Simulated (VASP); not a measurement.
# MgO (nc) (Fm-3m) in VASP: single point with PBE

Aim: the single point of MgO (nc) with PBE.

All numbers are computed with VASP 6.6.1; they aren't measurements. Logs are shortened: lines on timing, memory, paths and dates and some standing lists are left out, and cuts for length are marked.

**1. The cell of the first run**

Symmetry: Fm-3m, No. 225, cubic system. Conventional cell: a = 4.148 Å, b = 4.148 Å, c = 4.148 Å, α = 90.00°, β = 90.00°, γ = 90.00°. Mg (site symmetry m-3m) has 6 O at 2.07 Å within 2.7 Å. Within 2.7 Å of O (site symmetry m-3m) lie 6 Mg at 2.07 Å.

**2. Single point, PBE**

The input, INCAR:

```
  PREC = Accurate
  ENCUT = 600
  EDIFF = 1E-6
  ISMEAR = 0
  SIGMA = 0.02
  LREAL = False
  LASPH = True
  NELM = 120
  ALGO = Normal
  ISIF = 2
  LWAVE = False
  LCHARG = False
  GGA = PE
  NBANDS = 11
  GGA_COMPAT = False
```

The input, KPOINTS:

```
regular mesh
0
Gamma
  10 10 10
```

The input, POSCAR:

```
MgO
1.0
    0.0000000000      2.0740990788      2.0740990788
    2.0740990788      0.0000000000      2.0740990788
    2.0740990788      2.0740990788      0.0000000000
Mg O
1 1
Direct
    0.0000000000      0.0000000000      0.0000000000
    0.5000000000      0.5000000000      0.5000000000
```

Potentials or basis: VASP PAW PBE potentials, release 64 (Mg, O).

Launch:

```
> cat potpaw_PBE.64/Mg/POTCAR potpaw_PBE.64/O/POTCAR > POTCAR
> mpirun -np 1 vasp_std > vasp.out
```

OUTCAR:

```text
PREC = Accurate
   ENCUT = 600
   EDIFF = 1E-6
   ISMEAR = 0
   LREAL = False
   LASPH = True
   NELM = 120
   ISIF = 2
   GGA = PE

 ion  position               nearest neighbor table
   1  0.000  0.000  0.000-   2 2.07   2 2.07   2 2.07   2 2.07   2 2.07   2 2.07
   2  0.500  0.500  0.500-   1 2.07   1 2.07   1 2.07   1 2.07   1 2.07   1 2.07

  LATTYP: Found a face centered cubic cell.
 ALAT       =     4.1481981576

  Lattice vectors:

 A1 = (   0.0000000000,   2.0740990788,   2.0740990788)
 A2 = (   2.0740990788,   0.0000000000,   2.0740990788)
 A3 = (   2.0740990788,   2.0740990788,   0.0000000000)

Analysis of symmetry for initial positions (statically):
=====================================================================
 Subroutine PRICEL returns:
 Original cell was already a primitive cell.

 Routine SETGRP: Setting up the symmetry group for a
 face centered cubic supercell.

 Subroutine GETGRP returns: Found 48 space group operations
 (whereof 48 operations were pure point group operations)
 out of a pool of 48 trial point group operations.

The static configuration has the point symmetry O_h .

Analysis of symmetry for dynamics (positions and initial velocities):
=====================================================================
 Subroutine PRICEL returns:
 Original cell was already a primitive cell.

 Routine SETGRP: Setting up the symmetry group for a
 face centered cubic supercell.

 Subroutine GETGRP returns: Found 48 space group operations
 (whereof 48 operations were pure point group operations)
 out of a pool of 48 trial point group operations.

The dynamic configuration has the point symmetry O_h .

 Subroutine INISYM returns: Found 48 space group operations
 (whereof 48 operations are pure point group operations),
 and found     1 'primitive' translations

----------------------------------------------------------------------------------------

                                     Primitive cell

  volume of cell :      17.8451

  direct lattice vectors                    reciprocal lattice vectors
     0.000000000  2.074099079  2.074099079    -0.241068522  0.241068522  0.241068522
     2.074099079  0.000000000  2.074099079     0.241068522 -0.241068522  0.241068522
     2.074099079  2.074099079  0.000000000     0.241068522  0.241068522 -0.241068522

  length of vectors
     2.933219047  2.933219047  2.933219047     0.417542929  0.417542929  0.417542929

  position of ions in fractional coordinates (direct lattice)
     0.000000000  0.000000000  0.000000000
     0.500000000  0.500000000  0.500000000

  ion indices of the primitive-cell ions
   primitive index   ion index
                 1           1
                 2           2

----------------------------------------------------------------------------------------

 KPOINTS: regular mesh

Automatic generation of k-mesh.
 Grid dimensions read from file:
 generate k-points for:   10   10   10

 Generating k-lattice:

  Cartesian coordinates                     Fractional coordinates (reciprocal lattice)
    -0.024106852  0.024106852  0.024106852     0.100000000  0.000000000  0.000000000
     0.024106852 -0.024106852  0.024106852     0.000000000  0.100000000  0.000000000
     0.024106852  0.024106852 -0.024106852     0.000000000  0.000000000  0.100000000

  Length of vectors
     0.041754293  0.041754293  0.041754293

  Shift w.r.t. Gamma in fractional coordinates (k-lattice)
     0.000000000  0.000000000  0.000000000

 Subroutine IBZKPT returns following result:
 ===========================================

 Found     47 irreducible k-points:

 Following reciprocal coordinates:
            Coordinates               Weight
  0.000000  0.000000  0.000000      1.000000
  0.100000  0.000000  0.000000      8.000000
  0.200000  0.000000  0.000000      8.000000
  0.300000  0.000000  0.000000      8.000000
  0.400000  0.000000  0.000000      8.000000
  0.500000  0.000000  0.000000      4.000000
[... 16 lines left out ...]
  0.300000  0.300000  0.000000      6.000000
  0.400000  0.300000  0.000000     24.000000
 [... further k-points ...]
   k-points           NKPTS =     47   k-points in BZ     NKDIM =     47   number of bands    NBANDS=     11
   number of dos      NEDOS =    301   number of ions     NIONS =      2
   total plane-waves  NPLWV =  13824
   dimension x,y,z NGX =    24 NGY =   24 NGZ =   24
   dimension x,y,z NGXF=    48 NGYF=   48 NGZF=   48
   ions per type =               1   1
   NGX,Y,Z   is equivalent  to a cutoff of  13.60, 13.60, 13.60 a.u.
   NGXF,Y,Z  is equivalent  to a cutoff of  27.20, 27.20, 27.20 a.u.
 SYSTEM =  unknown system
   PREC   = accura    normal or accurate (medium, high low for compatibility)
   ISTART =      0    job   : 0-new  1-cont  2-samecut
   ICHARG =      2    charge: 1-file 2-atom 10-const
   ISPIN  =      1    spin polarized calculation?
   LNONCOLLINEAR =      F non collinear calculations
   LSORBIT =      F    spin-orbit coupling
   LASPH  =      T    aspherical Exc in radial PAW
   ENCUT  =  600.0 eV  44.10 Ry    6.64 a.u.   5.86  5.86  5.86*2*pi/ulx,y,z
   NELM   =    120;   NELMIN=  2; NELMDL= -5     # of ELM steps
   EDIFF  = 0.1E-05   stopping-criterion for ELM
   LREAL  =      F    real-space projection
   EDIFFG = 0.1E-04   stopping-criterion for IOM
   NSW    =      0    number of steps for IOM
   IBRION =     -1    ionic relax: 0-MD 1-quasi-New 2-CG
   NFREE  =      0    steps in history (QN), initial steepest desc. (CG)
   ISIF   =      2    stress and relaxation
   ISYM   =      2    0-nonsym 1-usesym 2-fastsym
   POTIM  = 0.5000    time-step for ionic-motion
   TEBEG  =    0.0;   TEEND  =   0.0 temperature during run
   PSTRESS=    0.0 pullay stress
   NELECT =       8.0000    total number of electrons
   NUPDOWN=      -1.0000    fix difference up-down
   EMIN   =  10.00;   EMAX   =-10.00  energy-range for DOS
   EFERMI =   0.00;   METHOD = LEGACY
   ISMEAR =     0;   SIGMA  =   0.02  broadening in eV -4-tet -1-fermi 0-gaus
   EFERMI_NEDOS =   21; number of points for ismear=-14 and -15
   IALGO  =     38    algorithm
   IMIX   =      4    mixing-type and parameters
     AMIX     =   0.40;   BMIX     =  1.00
     AMIX_MAG =   1.60;   BMIX_MAG =  1.00
  volume/ion in A,a.u.               =       8.92        60.21
  Fermi-wavevector in a.u.,A,eV,Ry     =   1.252945  2.367723 21.359393  1.569871
  Thomas-Fermi vector in A             =   2.386821
   LORBIT       =      0    0 simple, 1 ext, 2 COOP (PROOUT), +10 PAW based schemes
   GGA     = PE    functional components
   LHFCALC =     F    Hartree Fock is set to
   AEXX    =    0.0000 exact exchange contribution
   IVDW    =     0    specifies the selected vdW correction
   LEPSILON=     F    determine dielectric tensor
   LRPA    =     F    only Hartree local field effects (RPA)
 non-spin polarized calculation
 Gauss-broadening in eV      SIGMA  =   0.02
  energy-cutoff  :      600.00
  volume of cell :       17.85
 maximum number of plane-waves:       610
   NGX = 11   NGY = 11   NGZ = 11

 number of electron       7.9999999 magnetization

 Free energy of the ion-electron system (eV)
  ---------------------------------------------------
  ext. energy  EPLUGINS =         0.00000000
  ---------------------------------------------------
  free energy    TOTEN  =       -11.86617698 eV

  energy without entropy =      -11.86617698  energy(sigma->0) =      -11.86617698

 E-fermi :   3.6370     XC(G=0): -11.2975

 val. band max:        3.5374238611   @ k =   0.0000   0.0000   0.0000
 cond. band min:       8.7248020953   @ k =   0.0000   0.0000   0.0000
 fundamental gap:      5.1873782342
 Fermi energy:         3.6370045088

 k-point     1 :       0.0000    0.0000    0.0000
  band No.  band energies     occupation
      1     -13.9666      2.00000
      2       3.5374      2.00000
      3       3.5374      2.00000
      4       3.5374      2.00000
      5       8.7248      0.00000
      6      19.5991      0.00000
      7      19.5991      0.00000
      8      19.5991      0.00000
      9      23.6375      0.00000
     10      25.4671      0.00000
     11      25.4671      0.00000

 k-point     2 :       0.1000    0.0000    0.0000
  band No.  band energies     occupation
      1     -13.8523      2.00000
      2       2.8771      2.00000
      3       3.4644      2.00000
      4       3.4644      2.00000
      5       9.3480      0.00000
      6      18.3363      0.00000
      7      19.8568      0.00000
      8      19.8568      0.00000
      9      24.8037      0.00000
     10      24.8037      0.00000
     11      25.3802      0.00000

 k-point     3 :       0.2000    0.0000    0.0000
  band No.  band energies     occupation
      1     -13.5372      2.00000
      2       1.5103      2.00000
      3       3.2793      2.00000
      4       3.2793      2.00000
      5      10.5372      0.00000
      6      16.8378      0.00000
      7      20.3997      0.00000
      8      20.3997      0.00000
      9      24.1303      0.00000
     10      24.1303      0.00000
     11      26.5499      0.00000

 k-point     4 :       0.3000    0.0000    0.0000
  band No.  band energies     occupation
      1     -13.1094      2.00000
      2       0.1219      2.00000
      3       3.0617      2.00000
      4       3.0617      2.00000
      5      11.4247      0.00000
      6      16.2420      0.00000
      7      20.6014      0.00000
      8      20.6014      0.00000
      9      24.5671      0.00000
     10      24.5671      0.00000
     11      25.9512      0.00000
[... 239 lines left out ...]
 k-point    22 :      -0.2000    0.2000    0.0000
  band No.  band energies     occupation
      1     -12.9831      2.00000
      2       0.3289      2.00000
      3       2.1277      2.00000
      4       3.0545      2.00000
      5      12.4396      0.00000
      6      15.6971      0.00000
      7      19.1776      0.00000
      8      21.8986      0.00000
      9      22.3614      0.00000
     10      25.4518      0.00000
     11      29.2019      0.00000

 k-point    23 :       0.3000    0.3000    0.0000
  band No.  band energies     occupation
      1     -12.8921      2.00000
      2       0.2636      2.00000
      3       2.5530      2.00000
      4       2.5530      2.00000
      5      12.8866      0.00000
      6      14.0651      0.00000
      7      18.4845      0.00000
      8      22.0401      0.00000
      9      22.0401      0.00000
     10      28.2049      0.00000
     11      31.8766      0.00000

 k-point    24 :       0.4000    0.3000    0.0000
  band No.  band energies     occupation
      1     -12.6218      2.00000
      2      -0.1892      2.00000
      3       2.1675      2.00000
      4       2.3978      2.00000
      5      13.5042      0.00000
      6      13.9355      0.00000
      7      17.6391      0.00000
      8      22.3292      0.00000
      9      22.5443      0.00000
     10      28.9972      0.00000
     11      31.4541      0.00000

 [... further k-points ...]
[... 5 lines left out ...]
  --------------------------------------------------------------------------------------
  -------------------------------------------------------------------------------------
  Total        1.3529933      1.3529933      1.3529933     -0.0000000      0.0000000      0.0000000
  in kB      121.4752289    121.4752289    121.4752289     -0.0000000      0.0000000      0.0000000
  external PRESSURE =     121.4752289 kB  Pullay stress =       0.0000000 kB

 VOLUME and BASIS-vectors are now :
 -----------------------------------------------------------------------------
  energy-cutoff  :      600.00
  volume of cell :       17.85
      direct lattice vectors                 reciprocal lattice vectors
     0.000000000  2.074099079  2.074099079    -0.241068522  0.241068522  0.241068522
     2.074099079  0.000000000  2.074099079     0.241068522 -0.241068522  0.241068522
     2.074099079  2.074099079  0.000000000     0.241068522  0.241068522 -0.241068522

 POSITION                                       TOTAL-FORCE (eV/Angst)
 -----------------------------------------------------------------------------------
      0.00000      0.00000      0.00000         0.000000      0.000000      0.000000
      2.07410      2.07410      2.07410        -0.000000     -0.000000      0.000000
 -----------------------------------------------------------------------------------
    total drift:                               -0.000000     -0.000000      0.000000

  FREE ENERGIE OF THE ION-ELECTRON SYSTEM (eV)
  ---------------------------------------------------
  free  energy   TOTEN  =       -11.8661769762 eV

  energy  without entropy=      -11.8661769762  energy(sigma->0) =      -11.86617698
```

It took 4 s on 1 thread of Intel Xeon 6975P-C (Granite Rapids), shared host; peak memory 0.14 GiB.

Results:

```
Free energy            : -11.8662 eV
Pressure               : 12.1 GPa
Band gap on the k mesh : 5.19 eV, direct
```

Levels at points of the mesh, in eV from the valence-band top:
| k point | band 2 | band 3 | band 4 | band 5 | band 6 | band 7 |
| --- | --- | --- | --- | --- | --- | --- |
| (0.00, 0.00, 0.00) | 0.00 | 0.00 | 0.00 | 5.19 | 16.06 | 16.06 |
| (0.50, 0.00, 0.00) | -4.82 | -0.71 | -0.71 | 8.19 | 13.13 | 16.79 |
| (0.50, 0.50, 0.00) | -4.27 | -1.41 | -1.41 | 9.17 | 10.48 | 13.60 |
